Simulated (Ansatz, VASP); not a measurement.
**Two plane-wave programs on KF**

INCAR

```
ALGO = Normal ; EDIFF = 1E-8
ENCUT = 520 ; GGA = PS
ISIF = 2 ; ISMEAR = -1
LASPH = True ; LCHARG = False
LEFG = True ; LREAL = False
LWAVE = False ; NBANDS = 15
NELM = 60 ; PREC = Accurate
SIGMA = 0.03
```

KPOINTS

```
k-points
0
Gamma
  8 8 8
```

The input POSCAR:

```
KF
1.0
    0.0000000000      2.6718500000      2.6718500000
    2.6718500000      0.0000000000      2.6718500000
    2.6718500000      2.6718500000      0.0000000000
K F
1 1
Direct
   -0.0600000000     -0.0600000000      0.0600000000
    0.5600000000      0.5600000000      0.4400000000
```

Input for Ansatz:

```yaml
crystal:
  lattice:
    - [0.0, 2.67185, 2.67185]
    - [2.67185, 0.0, 2.67185]
    - [2.67185, 2.67185, 0.0]
  atoms:
    - { symbol: K, position: [-0.06, -0.06, 0.06] }
    - { symbol: F, position: [0.56, 0.56, 0.44] }
kpoints:
  mp_grid: { grid: [8, 8, 8] }
scf:
  occupations: { method: fermi_dirac, width: 0.03 }
hamiltonian:
  xc: pbesol
  pseudopotentials: { kind: paw }
output:
  forces: true
  stress: true
  eigenvalues: true
  efg: { contact_densities: true }
  populations: true
```

Change from the starting cell: shortest bond scaled by 0.76, PAW files.

Alike in both runs: task electric field gradients; functional PBEsol; k mesh 8 × 8 × 8; occupations fermi-dirac, width 0.03 eV; no spin polarisation.

|  | VASP | Ansatz |
| --- | --- | --- |
| version | VASP 6.6.1 | Ansatz 0.2.0 |
| potentials or method | VASP PAW PBE potentials, release 64 (K_sv, F) | PAW with Ansatz's default frozen-core files, scalar-relativistic |
| plane-wave cutoff (eV) | 520 | 420 |
| valence electrons in the cell | 16 | 16 |

```csv
,VASP,Ansatz,Ansatz less VASP
gap on the k mesh at the Fermi level (eV),5.73,5.75,+0.017
pressure (GPa),8.8,8.3,-0.50
"traceless stress, the component that is largest in VASP (GPa)",19.66,18.63,-1.028
rms of the force components (eV/Å),2.038,1.929,-0.1088
size of Vzz on the site where it differs most (V/Å²),49.1,48.2,-0.93
```

VASP's potentials were made for PBE, not for PBEsol. Atom by atom the forces differ by 0.109 eV/Å (rms over components). The functional is the same, so the differences come from potentials, cutoffs and numerics.
